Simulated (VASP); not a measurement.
Wanted: the native input for a VASP 6.6.1 run.

```yaml
Task: single point
Functional: PBEsol
Potentials_or_basis: VASP PAW PBE potentials, release 64 (Zr_sv, B)
Cutoff: 520 eV
k_mesh: 15 × 15 × 12
Occupations: gaussian, width 0.15 eV
Spin: no spin polarisation
Dipole_correction: no
Further_INCAR_settings: ALGO = Normal; EDIFF = 1e-07; NBANDS = 16
```

The structure of ZrB2 lies in POSCAR:

```
ZrB2
1.0
    3.1548382285      0.0000000000      0.0000000000
   -1.5774191143      2.7321700507      0.0000000000
    0.0000000000      0.0000000000      3.6821000000
Zr B
1 2
Direct
    0.0000000000      0.0000000000      0.0000000000
    0.3333333333      0.6666666667      0.5000000000
    0.6666666667      0.3333333333      0.5000000000
```

These files were run (other wordings do the same):

INCAR

```
SYSTEM = ZrB2
  PREC = Accurate
  ENCUT = 520
  EDIFF = 1E-7
  ISMEAR = 0
  SIGMA = 0.15
  LREAL = .FALSE.
  LASPH = .TRUE.
  NELM = 100
  ALGO = Normal
  ISIF = 2
  LWAVE = .FALSE.
  LCHARG = .TRUE.
  GGA = PS
  LELF = .TRUE.
  LVHAR = .TRUE.
  NBANDS = 16
```

KPOINTS

```
regular mesh
0
G
  15 15 12
  0 0 0
```

Potentials or basis: VASP PAW PBE potentials, release 64 (Zr_sv, B).

Launch:

```bash
$ cat potpaw_PBE.64/Zr_sv/POTCAR potpaw_PBE.64/B/POTCAR > POTCAR
$ mpirun -np 1 vasp_std > vasp.out
```

It gave:

- Pressure: -9.9 GPa
- Band gap on the k mesh: zero (bands 9 and 10 overlap by 1.09 eV)

Caveat: the cell stands under tension; the PAW data sets were made with another functional, which shifts forces and pressure a little.

Run time: 72 s on 1 thread of AMD EPYC 7R13 Processor (Zen 3), with other jobs on the host, peak memory 0.19 GiB.
